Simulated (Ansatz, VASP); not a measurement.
# Two plane-wave programs on TiPdRh3

```
CELL_PARAMETERS angstrom
4.67845 0.00000 0.00000
0.00000 4.67845 0.00000
0.00000 0.00000 4.67845
ATOMIC_POSITIONS crystal
Ti 0.00000 0.00000 0.00000
Pd 0.50000 0.50000 0.50000
Rh 0.00000 0.50000 0.50000
Rh 0.50000 0.00000 0.50000
Rh 0.50000 0.50000 0.00000
```

Alike in both runs: task single point; functional PBE; k mesh 8 × 8 × 8; collinear spin.

|  | VASP | Ansatz |
| --- | --- | --- |
| version | VASP 6.6.1 | Ansatz 0.2.0 |
| potentials or method | VASP PAW PBE potentials, release 64 (Ti_sv, Pd, Rh_pv), cutoff 500 eV | scalar-relativistic, plane waves, PAW |
| occupations | methfessel-paxton of order 1, width 0.1 eV | methfessel-paxton of order 1, width 0.001 eV |
| valence electrons in the cell | 67 | 81 |

Ansatz gave:

| Property | Result |
| --- | --- |
| gap on the k mesh at the Fermi level (eV) | none |
| pressure (GPa) | -0.1 |
| net moment per atom (μB) | 0.25 |
| size of the moment on the site where the two differ most (μB) | 1.04 |

Q: Estimate VASP's values.

A: gap on the k mesh at the Fermi level (eV): none; pressure (GPa): -1.0; net moment per atom (μB): 0.41; size of the moment on the site where the two differ most (μB): 0.60.

The net moments are unlike, so the other rows may belong to different states. Site moments also hang on the region over which each program counts them. A gap of «none» marks a metal or a gap that the smearing closes. VASP's potentials hold 67 valence electrons a cell and Ansatz's 81, so a difference there can come from the potentials and not from the codes. Ansatz's warnings: seeded moment not kept, stability check not made.
